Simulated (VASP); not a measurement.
# Nd2H3 (Cmc2_1) in VASP: notebook

Runs on Nd2H3. Level: PBE. Tasks: single point.

Program: VASP 6.6.1. These are calculated values, not measurements. Logs are shortened: lines on timing, memory, paths and dates and some standing lists are left out, and cuts for length are marked.

## 1. The cell of the first run

The structure is orthorhombic, space group Cmc2_1 (No. 36). Conventional cell: a = 4.674 Å, b = 5.859 Å, c = 11.797 Å, α = 90.00°, β = 90.00°, γ = 90.00°. Nd (site symmetry m) has 7 H at 2.32 to 2.53 Å within 3.1 Å. Nd (site symmetry m) has 5 H at 2.32 to 2.40 Å within 3.1 Å. Within 3.2 Å of H (site symmetry m) lie 4 Nd at 2.32 to 2.53 Å and 4 H at 2.60 to 3.18 Å. H (site symmetry 1) has 5 H at 2.28 to 2.93 Å and 4 Nd at 2.32 to 2.41 Å within 3.0 Å.

The cell was generated, and may not be a known phase.

## 2. Single point, PBE

Contents of INCAR:

```
SYSTEM = Nd2H3
PREC     = Accurate       ! precision mode
ENCUT    = 500            ! plane-wave cutoff, eV
EDIFF    = 1E-6           ! SCF threshold, eV
ISMEAR   = 0              ! smearing method
SIGMA    = 0.1            ! smearing width, eV
LREAL    = .FALSE.        ! projectors in reciprocal space
LASPH    = .TRUE.         ! aspherical terms in the spheres
NELM     = 200            ! most SCF steps
ALGO     = Normal         ! electronic algorithm
ISIF     = 2              ! what is computed and relaxed
LWAVE    = .FALSE.        ! write WAVECAR
LCHARG   = .TRUE.         ! write CHGCAR
GGA      = PE             ! functional
LELF     = .TRUE.         ! ELF
LVHAR    = .TRUE.       
NBANDS   = 36             ! bands
GGA_COMPAT= .FALSE.      
LMAXMIX  = 6              ! l up to which the mixer works
```

Contents of KPOINTS:

```
regular mesh
0
G
  6 6 2
  0 0 0
```

Contents of POSCAR:

```
Nd2H3
1.0
    2.3369526827     -2.9296720740      0.0000000000
    2.3369526827      2.9296720740      0.0000000000
    0.0000000000      0.0000000000     11.7971951898
Nd H
4 6
Direct
    0.5389480208      0.4610519792      0.9583893800
    0.4610519792      0.5389480208      0.4583893800
    0.0243282810      0.9756717190      0.7116274446
    0.9756717190      0.0243282810      0.2116274446
    0.9200616079      0.0799383921      0.0170696458
    0.0799383921      0.9200616079      0.5170696458
    0.0286129345      0.4844455018      0.8362067348
    0.9713870655      0.5155544982      0.3362067348
    0.5155544982      0.9713870655      0.8362067348
    0.4844455018      0.0286129345      0.3362067348
```

Potentials or basis: VASP PAW PBE potentials, release 64 (Nd_3, H), 4f in core.

On the command line:

```sh
$ cat potpaw_PBE.64/Nd_3/POTCAR potpaw_PBE.64/H/POTCAR > POTCAR
$ mpirun -np 1 vasp_std > vasp.out
```

OUTCAR:

```text
SYSTEM = Nd2H3
   PREC = Accurate
   ENCUT = 500
   EDIFF = 1E-6
   ISMEAR = 0
   LREAL = .FALSE.
   LASPH = .TRUE.
   NELM = 200
   ISIF = 2
   GGA = PE

 ion  position               nearest neighbor table
   1  0.539  0.461  0.958-   7 2.32   9 2.32   5 2.34   3 3.73   3 3.73   4 3.81   4 3.81
   2  0.461  0.539  0.458-   8 2.32  10 2.32   6 2.34   4 3.73   4 3.73   3 3.81   3 3.81
   3  0.024  0.976  0.712-   6 2.32   1 3.73   1 3.73   2 3.81   2 3.81
   4  0.976  0.024  0.212-   5 2.32   2 3.73   2 3.73   1 3.81   1 3.81
   5  0.920  0.080  0.017-   4 2.32   1 2.34
   6  0.080  0.920  0.517-   3 2.32   2 2.34
   7  0.029  0.484  0.836-   1 2.32
   8  0.971  0.516  0.336-   2 2.32
   9  0.516  0.971  0.836-   1 2.32
  10  0.484  0.029  0.336-   2 2.32

  LATTYP: Found a base centered orthorhombic cell.
 ALAT       =     4.6739053654
 B/A-ratio  =     1.2536291794
 C/A-ratio  =     2.5240552103

  Lattice vectors:

 A1 = (   2.3369526827,  -2.9296720740,   0.0000000000)
 A2 = (   2.3369526827,   2.9296720740,   0.0000000000)
 A3 = (   0.0000000000,   0.0000000000,  11.7971951898)

Analysis of symmetry for initial positions (statically):
=====================================================================
 Subroutine PRICEL returns:
 Original cell was already a primitive cell.

 Routine SETGRP: Setting up the symmetry group for a
 base centered orthorhombic supercell.

 Subroutine GETGRP returns: Found  4 space group operations
 (whereof  2 operations were pure point group operations)
 out of a pool of  8 trial point group operations.

The static configuration has the point symmetry C_1h.
 The point group associated with its full space group is C_2v.

Analysis of symmetry for dynamics (positions and initial velocities):
=====================================================================
 Subroutine PRICEL returns:
 Original cell was already a primitive cell.

 Routine SETGRP: Setting up the symmetry group for a
 base centered orthorhombic supercell.

 Subroutine GETGRP returns: Found  4 space group operations
 (whereof  2 operations were pure point group operations)
 out of a pool of  8 trial point group operations.

The dynamic configuration has the point symmetry C_1h.
 The point group associated with its full space group is C_2v.
[... 113 lines left out ...]
   ENCUT  =  500.0 eV  36.75 Ry    6.06 a.u.   6.83  6.83 21.51*2*pi/ulx,y,z
   NELM   =    200;   NELMIN=  2; NELMDL= -5     # of ELM steps
   EDIFF  = 0.1E-05   stopping-criterion for ELM
   LREAL  =      F    real-space projection
   EDIFFG = 0.1E-04   stopping-criterion for IOM
   NSW    =      0    number of steps for IOM
   IBRION =     -1    ionic relax: 0-MD 1-quasi-New 2-CG
   NFREE  =      0    steps in history (QN), initial steepest desc. (CG)
   ISIF   =      2    stress and relaxation
   ISYM   =      2    0-nonsym 1-usesym 2-fastsym
   POTIM  = 0.5000    time-step for ionic-motion
   TEBEG  =    0.0;   TEEND  =   0.0 temperature during run
   PSTRESS=    0.0 pullay stress
   NELECT =      50.0000    total number of electrons
   NUPDOWN=      -1.0000    fix difference up-down
   EMIN   =  10.00;   EMAX   =-10.00  energy-range for DOS
   EFERMI =   0.00;   METHOD = LEGACY
   ISMEAR =     0;   SIGMA  =   0.10  broadening in eV -4-tet -1-fermi 0-gaus
   EFERMI_NEDOS =   21; number of points for ismear=-14 and -15
   IALGO  =     38    algorithm
   IMIX   =      4    mixing-type and parameters
     AMIX     =   0.40;   BMIX     =  1.00
     AMIX_MAG =   1.60;   BMIX_MAG =  1.00
  volume/ion in A,a.u.               =      16.15       109.01
  Fermi-wavevector in a.u.,A,eV,Ry     =   1.107403  2.092688 16.685381  1.226341
  Thomas-Fermi vector in A             =   2.243917
   LORBIT       =      0    0 simple, 1 ext, 2 COOP (PROOUT), +10 PAW based schemes
   GGA     = PE    functional components
   LHFCALC =     F    Hartree Fock is set to
   AEXX    =    0.0000 exact exchange contribution
   IVDW    =     0    specifies the selected vdW correction
   LEPSILON=     F    determine dielectric tensor
   LRPA    =     F    only Hartree local field effects (RPA)
 non-spin polarized calculation
 Gauss-broadening in eV      SIGMA  =   0.10
  energy-cutoff  :      500.00
  volume of cell :      161.54
 maximum number of plane-waves:      4142
   NGX = 13   NGY = 13   NGZ = 43

 number of electron      50.0000000 magnetization

 Free energy of the ion-electron system (eV)
  ---------------------------------------------------
  ext. energy  EPLUGINS =         0.00000000
  ---------------------------------------------------
  free energy    TOTEN  =       -43.26543980 eV

  energy without entropy =      -43.22673163  energy(sigma->0) =      -43.24608572

 E-fermi :   3.1320     XC(G=0):  -9.6491

 val. band max:        3.1242805875   @ k =  -0.3333   0.1667   0.0000
 cond. band min:       3.1503894740   @ k =   0.1667   0.1667   0.5000
 fundamental gap:      0.0261088865
 Fermi energy:         3.1320478697

 k-point     1 :       0.0000    0.0000    0.0000
  band No.  band energies     occupation
      1     -34.9749      2.00000
      2     -34.9479      2.00000
      3     -34.9116      2.00000
      4     -34.8842      2.00000
      5     -16.5138      2.00000
      6     -16.2010      2.00000
[... 925 lines left out ...]
     35       7.4311      0.00000
     36       7.4311      0.00000

 [... further k-points ...]
[... 5 lines left out ...]
  --------------------------------------------------------------------------------------
  -------------------------------------------------------------------------------------
  Total        0.1248857      0.2354363      0.4868082      0.0000000      0.0000000      0.0000000
  in kB        1.2386412      2.3351041      4.8282615      0.0000000      0.0000000      0.0000000
  external PRESSURE =       2.8006689 kB  Pullay stress =       0.0000000 kB

 VOLUME and BASIS-vectors are now :
 -----------------------------------------------------------------------------
  energy-cutoff  :      500.00
  volume of cell :      161.54
      direct lattice vectors                 reciprocal lattice vectors
     2.336952683 -2.929672074  0.000000000     0.213953840 -0.170667565  0.000000000
     2.336952683  2.929672074  0.000000000     0.213953840  0.170667565  0.000000000
     0.000000000  0.000000000 11.797195190     0.000000000  0.000000000  0.084765911

 POSITION                                       TOTAL-FORCE (eV/Angst)
 -----------------------------------------------------------------------------------
      2.33695     -0.22821     11.30631        -0.000000      0.035741     -0.014909
      2.33695      0.22821      5.40771        -0.000000     -0.035741     -0.014909
      2.33695      2.78712      8.39521        -0.000000      0.032255      0.003714
      2.33695     -2.78712      2.49661        -0.000000     -0.032255      0.003714
      2.33695     -2.46129      0.20137        -0.000000     -0.007789     -0.020193
      2.33695      2.46129      6.09997        -0.000000      0.007789     -0.020193
      1.19899      1.33544      9.86489        -0.002472     -0.013258      0.015694
      3.47491     -1.33544      3.96630         0.002472      0.013258      0.015694
      3.47491      1.33544      9.86489         0.002472     -0.013258      0.015694
      1.19899     -1.33544      3.96630        -0.002472      0.013258      0.015694
 -----------------------------------------------------------------------------------
    total drift:                               -0.000000     -0.000000      0.000170

  FREE ENERGIE OF THE ION-ELECTRON SYSTEM (eV)
  ---------------------------------------------------
  free  energy   TOTEN  =       -43.2654397996 eV

  energy  without entropy=      -43.2267316343  energy(sigma->0) =      -43.24608572
```

OSZICAR:

```text
N       E                     dE             d eps       ncg     rms          rms(c)
DAV:   1     0.390614766371E+03    0.39061E+03   -0.22488E+04  1872   0.124E+03
DAV:   2    -0.171315305378E+02   -0.40775E+03   -0.39605E+03  2092   0.332E+02
DAV:   3    -0.442177082029E+02   -0.27086E+02   -0.26659E+02  2920   0.689E+01
DAV:   4    -0.457521968612E+02   -0.15345E+01   -0.15264E+01  2824   0.147E+01
DAV:   5    -0.458071224225E+02   -0.54926E-01   -0.54908E-01  2644   0.251E+00    0.122E+01
DAV:   6    -0.437443314155E+02    0.20628E+01   -0.31158E+00  2132   0.652E+00    0.643E+00
DAV:   7    -0.432512182091E+02    0.49311E+00   -0.24631E+00  2580   0.601E+00    0.106E+00
DAV:   8    -0.432640206443E+02   -0.12802E-01   -0.31483E-01  2600   0.179E+00    0.511E-01
DAV:   9    -0.432646406333E+02   -0.61999E-03   -0.95819E-03  2532   0.452E-01    0.297E-01
DAV:  10    -0.432654530674E+02   -0.81243E-03   -0.21969E-03  2476   0.245E-01    0.303E-02
DAV:  11    -0.432654454219E+02    0.76455E-05   -0.11335E-04  2476   0.512E-02    0.129E-02
DAV:  12    -0.432654396301E+02    0.57918E-05   -0.18344E-05  2380   0.201E-02    0.450E-03
DAV:  13    -0.432654406789E+02   -0.10488E-05   -0.17562E-06  1652   0.676E-03    0.221E-03
DAV:  14    -0.432654397996E+02    0.87933E-06   -0.32188E-07  1240   0.299E-03
   1 F= -.43265440E+02 E0= -.43246086E+02  d E =-.387082E-01
```

Run time: 2.1 min. Hardware: 1 thread of Intel Xeon Platinum 8488C (Sapphire Rapids), shared host; peak memory 0.32 GiB.

Results:

| Property | Result |
| --- | --- |
| Free energy | -43.2654 eV |
| Pressure | 0.3 GPa |
| Largest force | 0.039 eV/Å |
| Band gap on the k mesh | zero (bands 25 and 26 overlap by 0.77 eV) |

Forces on the atoms (eV/Å):
```
Nd   0.000  0.036 -0.015
Nd   0.000 -0.036 -0.015
Nd   0.000  0.032  0.004
Nd   0.000 -0.032  0.004
H    0.000 -0.008 -0.020
H    0.000  0.008 -0.020
H   -0.002 -0.013  0.016
H    0.002  0.013  0.016
H    0.002 -0.013  0.016
H   -0.002  0.013  0.016
```

Stress tensor (GPa, compression positive):
```
0.12 0.00 0.00
0.00 0.23 0.00
0.00 0.00 0.48
```

Levels at points of the mesh, in eV from the Fermi level:
```csv
k point,band 22,band 23,band 24,band 25,band 26,band 27,band 28,band 29
"(0.00, 0.00, 0.00)",-3.41,-1.06,-0.89,-0.02,0.60,0.75,0.97,1.90
"(0.50, 0.00, 0.00)",-3.55,-0.52,-0.38,0.11,0.35,0.38,0.40,2.07
"(0.50, 0.50, 0.00)",-3.27,-1.69,-0.95,-0.48,-0.27,0.97,1.23,1.88
"(0.00, 0.00, 0.50)",-3.46,-1.07,-1.07,0.28,0.28,1.31,1.31,1.42
"(0.50, 0.00, 0.50)",-3.57,-0.34,-0.34,0.09,0.09,0.42,0.42,2.01
"(0.50, 0.50, 0.50)",-3.43,-1.39,-1.39,-0.30,-0.30,1.41,1.41,1.81
```

Caveat: spin-orbit coupling is left out, which moves the levels of the heavy elements; the 4f electrons are frozen in the core, so they carry no moment and show no levels. Spin polarisation is off, so any magnetic state and its effect on volume and gap are missing.

## 3. Single point, PBE

Contents of INCAR:

```
PREC = Accurate
ENCUT = 500
EDIFF = 1E-6
ISMEAR = 0
SIGMA = 0.2
LREAL = False
LASPH = True
NELM = 200
ALGO = Normal
ISIF = 2
LWAVE = False
LCHARG = False
GGA = PE
NBANDS = 36
GGA_COMPAT = False
LMAXMIX = 6
```

Contents of KPOINTS:

```
regular mesh
0
Gamma
  6 6 2
```

Contents of POSCAR:

```
Nd2H3
1.0
    2.3366935965     -2.9317201777      0.0000000000
    2.3366935965      2.9317201777      0.0000000000
    0.0000000000      0.0000000000     11.8076303472
Nd H
4 6
Direct
    0.4630772709      0.5369227291      0.0420189522
    0.5369227291      0.4630772709      0.5420189522
    0.9770363567      0.0229636433      0.2883734136
    0.0229636433      0.9770363567      0.7883734136
    0.0817982320      0.9182017680      0.9830569818
    0.9182017680      0.0817982320      0.4830569818
    0.4851950533      0.0272704807      0.1635253562
    0.5148049467      0.9727295193      0.6635253562
    0.9727295193      0.5148049467      0.1635253562
    0.0272704807      0.4851950533      0.6635253562
```

Potentials or basis: VASP PAW PBE potentials, release 64 (Nd_3, H), 4f in core.

On the command line:

```sh
$ cat potpaw_PBE.64/Nd_3/POTCAR potpaw_PBE.64/H/POTCAR > POTCAR
$ mpirun -np 1 vasp_std > vasp.out
```

It took 2 min on 1 thread of Intel Xeon Platinum 8488C (Sapphire Rapids), shared host; peak memory 0.32 GiB.

It converged, with:

* Free energy: -43.3199 eV
* Pressure: 0.2 GPa
* Largest force: 0.026 eV/Å
* Band gap on the k mesh: zero (bands 25 and 26 overlap by 0.78 eV)

Forces on the atoms (eV/Å):
```
Nd   0.000 -0.024 -0.009
Nd   0.000  0.024 -0.009
Nd   0.000 -0.009 -0.008
Nd   0.000  0.009 -0.008
H    0.000  0.014  0.014
H    0.000 -0.014  0.014
H    0.001  0.008  0.002
H   -0.001 -0.008  0.002
H   -0.001  0.008  0.002
H    0.001 -0.008  0.002
```

Stress tensor (GPa, compression positive):
```
0.12 0.00 0.00
0.00 0.02 0.00
0.00 0.00 0.39
```

Levels at points of the mesh, in eV from the Fermi level:
```tsv
k point	band 22	band 23	band 24	band 25	band 26	band 27	band 28	band 29
(0.00, 0.00, 0.00)	-3.41	-1.09	-0.89	-0.02	0.59	0.76	0.96	1.89
(0.50, 0.00, 0.00)	-3.55	-0.52	-0.37	0.11	0.33	0.37	0.39	2.08
(0.50, 0.50, 0.00)	-3.27	-1.69	-0.95	-0.49	-0.27	0.97	1.22	1.88
(0.00, 0.00, 0.50)	-3.47	-1.08	-1.08	0.29	0.29	1.30	1.30	1.40
(0.50, 0.00, 0.50)	-3.57	-0.34	-0.34	0.09	0.09	0.40	0.40	2.02
(0.50, 0.50, 0.50)	-3.43	-1.39	-1.39	-0.31	-0.31	1.41	1.41	1.80
```

Caveat: spin-orbit coupling is left out, which moves the levels of the heavy elements; the 4f electrons are frozen in the core, so they carry no moment and show no levels.

The gap in the log of VASP goes by the Fermi energy; the results here count the filled bands.